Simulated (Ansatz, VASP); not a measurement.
## One calculation of Mg, two programs

The input INCAR:

```
  PREC = Accurate
  ENCUT = 520
  EDIFF = 1E-6
  ISMEAR = 0
  SIGMA = 0.1
  LREAL = False
  LASPH = True
  NELM = 100
  ALGO = Fast
  ISIF = 2
  LWAVE = False
  LCHARG = False
  GGA = PS
  NBANDS = 9
```

File KPOINTS:

```
regular mesh
0
Gamma
  24 24 12
```

File POSCAR:

```
Mg
1.0
    3.1887541805      0.0000000000      0.0000000000
   -1.5943770902      2.7615421267      0.0000000000
    0.0000000000      0.0000000000      5.1080891058
Mg
2
Direct
    0.3333333333      0.6666666667      0.2500000000
    0.6666666667      0.3333333333      0.7500000000
```

Input for Ansatz:

```yaml
crystal:
  lattice:
    - [3.1887541805, 0.0, 0.0]
    - [-1.5943770902, 2.7615421267, 0.0]
    - [0.0, 0.0, 5.1080891058]
  atoms:
    - { symbol: Mg, position: [0.3333333333, 0.6666666667, 0.25] }
    - { symbol: Mg, position: [0.6666666667, 0.3333333333, 0.75] }
basis:
  ecutwfc: 420
kpoints:
  mp_grid: { grid: [24, 24, 12] }
hamiltonian:
  xc: pbesol
  pseudopotentials: { kind: paw, azcp: { folder: soft_1 } }
scf:
  occupations: { method: gaussian, width: 0.1 }
output:
  forces: true
  stress: true
  eigenvalues: true
```

Alike in both runs: task single point; functional PBEsol; k mesh 24 × 24 × 12; occupations gaussian, width 0.1 eV; no spin polarisation.

```csv
,VASP,Ansatz
version,VASP 6.6.1,Ansatz 0.2.0
potentials or method,"VASP PAW PBE potentials, release 64 (Mg), cutoff 520 eV","scalar-relativistic, plane waves, PAW"
valence electrons in the cell,4,20
```

```csv
,VASP,Ansatz,Ansatz less VASP
gap on the k mesh at the Fermi level (eV),none,none,-
pressure (GPa),0.0,0.0,+0.03
"traceless stress, the component that is largest in VASP (GPa)",0.60,0.60,-0.001
```

VASP's potentials were made for PBE, not for PBEsol, and Ansatz warns of the same on its side. A gap of «none» marks a metal or a gap that the smearing closes. VASP's potentials hold 4 valence electrons a cell and Ansatz's 20, so a difference there can come from the potentials and not from the codes.
